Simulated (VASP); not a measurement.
# WSe2 (P6_3/mmc) in VASP: single point with PBE

Aim: the single point of WSe2 with PBE.

Program: VASP 6.6.1. These are calculated values, not measurements. Logs are shortened: lines on timing, memory, paths and dates and some standing lists are left out, and cuts for length are marked.

## 1. The cell of the first run

The structure is hexagonal, space group P6_3/mmc (No. 194). Conventional cell: a = 3.300 Å, b = 3.300 Å, c = 13.149 Å, α = 90.00°, β = 90.00°, γ = 120.00°. Within 3.3 Å of W (site symmetry -6m2) lie 6 Se at 2.53 Å and 6 W at 3.30 Å. Se (site symmetry 3m) has 3 W at 2.53 Å and 7 Se at 3.30 to 3.33 Å within 3.4 Å.

## 2. Single point, PBE, non-collinear spin, zero start, spin-orbit coupling

File INCAR:

```
SYSTEM = WSe2
ALGO     = Normal         ! electronic algorithm
EDIFF    = 1E-6           ! SCF threshold, eV
ENCUT    = 520            ! plane-wave cutoff, eV
GGA      = PE             ! functional
GGA_COMPAT= .FALSE.      
ISIF     = 2              ! what is computed and relaxed
ISMEAR   = -1             ! smearing method
KPAR     = 4            
LASPH    = .TRUE.         ! aspherical terms in the spheres
LCHARG   = .TRUE.         ! write CHGCAR
LMAXMIX  = 4              ! l up to which the mixer works
LORBIT   = 11             ! projections on sites
LORBMOM  = .TRUE.       
LREAL    = .FALSE.        ! projectors in reciprocal space
LSORBIT  = .TRUE.         ! spin-orbit coupling
LVHAR    = .TRUE.       
LWAVE    = .FALSE.        ! write WAVECAR
MAGMOM   = 0 0 0 0 0 0 0 0 0 0 0 0 0 0 0 0 0 0 ! initial moments
NBANDS   = 68             ! bands
NELM     = 150            ! most SCF steps
PREC     = Accurate       ! precision mode
SIGMA    = 0.02           ! smearing width, eV
```

File KPOINTS:

```
k-points
0
G
  12 12 2
  0 0 0
```

File POSCAR:

```
WSe2
1.0
    3.2996683586      0.0000000000      0.0000000000
   -1.6498341793      2.8575966226      0.0000000000
    0.0000000000      0.0000000000     13.1485345606
W Se
2 4
Direct
    0.6666666667      0.3333333333      0.7500000000
    0.3333333333      0.6666666667      0.2500000000
    0.3333333333      0.6666666667      0.8766615406
    0.6666666667      0.3333333333      0.3766615406
    0.3333333333      0.6666666667      0.6233384594
    0.6666666667      0.3333333333      0.1233384594
```

Potentials or basis: VASP PAW PBE potentials, release 64 (W_sv, Se).

Command:

```bash
$ cat potpaw_PBE.64/W_sv/POTCAR potpaw_PBE.64/Se/POTCAR > POTCAR
$ mpirun -np 4 vasp_ncl > vasp.out
```

OUTCAR:

```text
SYSTEM = WSe2
   EDIFF = 1E-6
   ENCUT = 520
   GGA = PE
   ISIF = 2
   ISMEAR = -1
   LASPH = .TRUE.
   LORBIT = 11
   LREAL = .FALSE.
   LSORBIT = .TRUE.
   NELM = 150
   PREC = Accurate

 ion  position               nearest neighbor table
   1  0.667  0.333  0.750-   3 2.53   5 2.53   3 2.53   5 2.53   3 2.53   5 2.53
   2  0.333  0.667  0.250-   4 2.53   6 2.53   4 2.53   6 2.53   4 2.53   6 2.53
   3  0.333  0.667  0.877-   1 2.53   1 2.53   1 2.53
   4  0.667  0.333  0.377-   2 2.53   2 2.53   2 2.53
   5  0.333  0.667  0.623-   1 2.53   1 2.53   1 2.53
   6  0.667  0.333  0.123-   2 2.53   2 2.53   2 2.53

  LATTYP: Found a hexagonal cell.
 ALAT       =     3.2996683586
 C/A-ratio  =     3.9848048748

  Lattice vectors:

 A1 = (   3.2996683586,   0.0000000000,   0.0000000000)
 A2 = (  -1.6498341793,   2.8575966226,   0.0000000000)
 A3 = (   0.0000000000,   0.0000000000,  13.1485345606)

Analysis of symmetry for initial positions (statically):
=====================================================================
 Subroutine PRICEL returns:
 Original cell was already a primitive cell.

 Routine SETGRP: Setting up the symmetry group for a
 hexagonal supercell.

 Subroutine GETGRP returns: Found 24 space group operations
 (whereof 12 operations were pure point group operations)
 out of a pool of 24 trial point group operations.

The static configuration has the point symmetry D_3d.
 The point group associated with its full space group is D_6h.

Analysis of symmetry for dynamics (positions and initial velocities):
=====================================================================
 Subroutine PRICEL returns:
 Original cell was already a primitive cell.

 Routine SETGRP: Setting up the symmetry group for a
 hexagonal supercell.

 Subroutine GETGRP returns: Found 24 space group operations
 (whereof 12 operations were pure point group operations)
 out of a pool of 24 trial point group operations.

The dynamic configuration has the point symmetry D_3d.
 The point group associated with its full space group is D_6h.

Analysis of structural, dynamic, and magnetic symmetry:
=====================================================================
 Subroutine PRICEL returns:
 Original cell was already a primitive cell.

 Routine SETGRP: Setting up the symmetry group for a
 hexagonal supercell.

 Subroutine GETGRP returns: Found 24 space group operations
 (whereof 12 operations were pure point group operations)
 out of a pool of 24 trial point group operations.

The overall configuration has the point symmetry D_3d.
[... 1820 lines left out ...]
  1         0.000  -0.000  -0.000
  2         0.000   0.000   0.000
  3         0.000  -0.000   0.000
  4        -0.000  -0.000  -0.000
  5        -0.000  -0.000  -0.000
  6         0.000  -0.000   0.000
 ----------------------------------------
           -0.000  -0.000  -0.000

 orbital moment (y)

 # of ion     p       d       tot
 ----------------------------------------
  1        -0.000   0.000   0.000
  2        -0.000  -0.000  -0.000
  3        -0.000   0.000  -0.000
  4         0.000  -0.000  -0.000
  5        -0.000  -0.000  -0.000
  6        -0.000   0.000  -0.000
 ----------------------------------------
           -0.000  -0.000  -0.000

 orbital moment (z)

 # of ion     p       d       tot
 ----------------------------------------
  1         0.000   0.000   0.000
  2         0.000   0.000   0.000
  3         0.000  -0.000  -0.000
  4         0.000  -0.000  -0.000
  5         0.000   0.000   0.000
  6         0.000  -0.000  -0.000
 ----------------------------------------
            0.000   0.000   0.000

 Spin-Orbit-Coupling matrix elements

 Ion:    1  E_soc:     -1.5307920
 l=   1
     0.0000000    -0.2248659    -0.2254382
    -0.2248659     0.0000000    -0.2248659
    -0.2254382    -0.2248659     0.0000000
 l=   2
     0.0000000    -0.0057050     0.0000000    -0.0057050    -0.0259426
    -0.0057050     0.0000000    -0.0182193    -0.0050247    -0.0057050
     0.0000000    -0.0182193     0.0000000    -0.0182193     0.0000000
    -0.0057050    -0.0050247    -0.0182193     0.0000000    -0.0057050
    -0.0259426    -0.0057050     0.0000000    -0.0057050     0.0000000
 l=   3
     0.0000000     0.0000000     0.0000000     0.0000000     0.0000000     0.0000000     0.0000000
     0.0000000     0.0000000     0.0000000     0.0000000     0.0000000     0.0000000     0.0000000
     0.0000000     0.0000000     0.0000000     0.0000000     0.0000000     0.0000000     0.0000000
     0.0000000     0.0000000     0.0000000     0.0000000     0.0000000     0.0000000     0.0000000
[... 89 lines left out ...]
 l=   2
     0.0000000     0.0000063     0.0000000     0.0000063     0.0000037
     0.0000063     0.0000000     0.0000051     0.0000123     0.0000063
     0.0000000     0.0000051     0.0000000     0.0000051     0.0000000
     0.0000063     0.0000123     0.0000051     0.0000000     0.0000063
     0.0000037     0.0000063     0.0000000     0.0000063     0.0000000
 l=   3
     0.0000000     0.0000000     0.0000000     0.0000000     0.0000000     0.0000000     0.0000000
     0.0000000     0.0000000     0.0000000     0.0000000     0.0000000     0.0000000     0.0000000
     0.0000000     0.0000000     0.0000000     0.0000000     0.0000000     0.0000000     0.0000000
     0.0000000     0.0000000     0.0000000     0.0000000     0.0000000     0.0000000     0.0000000
     0.0000000     0.0000000     0.0000000     0.0000000     0.0000000     0.0000000     0.0000000
     0.0000000     0.0000000     0.0000000     0.0000000     0.0000000     0.0000000     0.0000000
     0.0000000     0.0000000     0.0000000     0.0000000     0.0000000     0.0000000     0.0000000

 total charge

# of ion       s       p       d       tot
------------------------------------------
    1        2.311   6.284   3.392  11.987
    2        2.311   6.284   3.392  11.987
    3        1.476   2.355   0.071   3.902
    4        1.476   2.355   0.071   3.902
    5        1.476   2.355   0.071   3.902
    6        1.476   2.355   0.071   3.902
--------------------------------------------------
tot         10.525  21.990   7.067  39.582

 magnetization (x)

# of ion       s       p       d       tot
------------------------------------------
    1        0.000  -0.000   0.000   0.000
    2        0.000  -0.000   0.000   0.000
    3        0.000   0.000   0.000   0.000
    4        0.000  -0.000   0.000  -0.000
    5        0.000  -0.000   0.000  -0.000
    6        0.000   0.000  -0.000   0.000
--------------------------------------------------
tot          0.000  -0.000   0.000  -0.000

 magnetization (y)

# of ion       s       p       d       tot
------------------------------------------
    1       -0.000  -0.000   0.000   0.000
    2       -0.000   0.000   0.000   0.000
    3        0.000   0.000   0.000   0.000
    4        0.000   0.000   0.000   0.000
    5        0.000   0.000   0.000   0.000
    6        0.000   0.000   0.000   0.000
--------------------------------------------------
tot          0.000   0.000   0.000   0.000

 magnetization (z)

# of ion       s       p       d       tot
------------------------------------------
    1        0.000   0.000   0.000   0.000
    2        0.000   0.000   0.000   0.000
    3        0.000   0.000   0.000   0.000
    4        0.000   0.000   0.000   0.000
    5        0.000   0.000   0.000   0.000
    6        0.000   0.000   0.000   0.000
--------------------------------------------------
tot          0.000   0.000   0.000   0.000
```

OSZICAR:

```text
N       E                     dE             d eps       ncg     rms          rms(c)
DAV:   1     0.547869280974E+03    0.54787E+03   -0.27190E+04  5616   0.149E+03
DAV:   2    -0.370272943551E+01   -0.55157E+03   -0.52988E+03  5952   0.412E+02
DAV:   3    -0.453450957755E+02   -0.41642E+02   -0.40573E+02  6268   0.109E+02
DAV:   4    -0.466968939254E+02   -0.13518E+01   -0.13382E+01  6288   0.187E+01
DAV:   5    -0.467229561253E+02   -0.26062E-01   -0.25914E-01  6312   0.270E+00    0.299E+01
DAV:   6    -0.451799359236E+02    0.15430E+01   -0.63001E+00  5960   0.168E+01    0.110E+01
DAV:   7    -0.449553763013E+02    0.22456E+00   -0.27920E+00  5492   0.828E+00    0.578E+00
DAV:   8    -0.447955065487E+02    0.15987E+00   -0.33390E-01  5740   0.412E+00    0.139E+00
DAV:   9    -0.447964698124E+02   -0.96326E-03   -0.59491E-02  6092   0.123E+00    0.675E-01
DAV:  10    -0.447954074122E+02    0.10624E-02   -0.43713E-03  5868   0.433E-01    0.325E-01
DAV:  11    -0.447953899508E+02    0.17461E-04   -0.19104E-03  6060   0.280E-01    0.489E-02
DAV:  12    -0.447954015437E+02   -0.11593E-04   -0.20847E-04  5752   0.924E-02    0.447E-02
DAV:  13    -0.447954174232E+02   -0.15879E-04   -0.29548E-05  6000   0.261E-02    0.220E-02
DAV:  14    -0.447954241877E+02   -0.67646E-05   -0.11986E-05  5688   0.206E-02    0.550E-03
DAV:  15    -0.447954250843E+02   -0.89660E-06   -0.15130E-06  4524   0.857E-03
   1 F= -.44795425E+02 E0= -.44795425E+02  d E =-.283925E-11  mag=    -0.0000    -0.0000     0.0000
```

stdout:

```text
POSCAR found type information on POSCAR W Se
 POSCAR found :  2 types and       6 ions
 scaLAPACK will be used
 LDA part: xc-table for (Slater+PW92), standard interpolation
 POSCAR, INCAR and KPOINTS ok, starting setup
 FFT: planning ... GRIDC
 FFT: planning ... GRID_SOFT
 FFT: planning ... GRID
 WAVECAR not read
 entering main loop
```

Run time: 7.6 min. Hardware: 4 MPI ranks of Oxide Virtual Turin-like, shared host; peak memory 0.88 GiB.

What came out:

| Quantity | Value |
| --- | --- |
| Free energy | -44.7954 eV |
| Pressure | 3.9 GPa |
| Largest force | 0.355 eV/Å |
| Net moment | 0.00 μB per cell |
| Valence electrons inside the program's atomic spheres | W 11.99; Se 3.90 |

Forces on the atoms (eV/Å):
```
W    0.000  0.000  0.000
W    0.000  0.000  0.000
Se   0.000  0.000  0.355
Se   0.000  0.000  0.355
Se   0.000  0.000 -0.355
Se   0.000  0.000 -0.355
```

Moments on the atoms (μB; x, y, z):
```
W   0.00 0.00 0.00
W   0.00 0.00 0.00
Se  0.00 0.00 0.00
Se  0.00 0.00 0.00
Se  0.00 0.00 0.00
Se  0.00 0.00 0.00
```

Caveat: the cell stands under pressure; this functional lacks dispersion, which binds layers or chains, so the pressure and a relaxed spacing across them are unreliable.
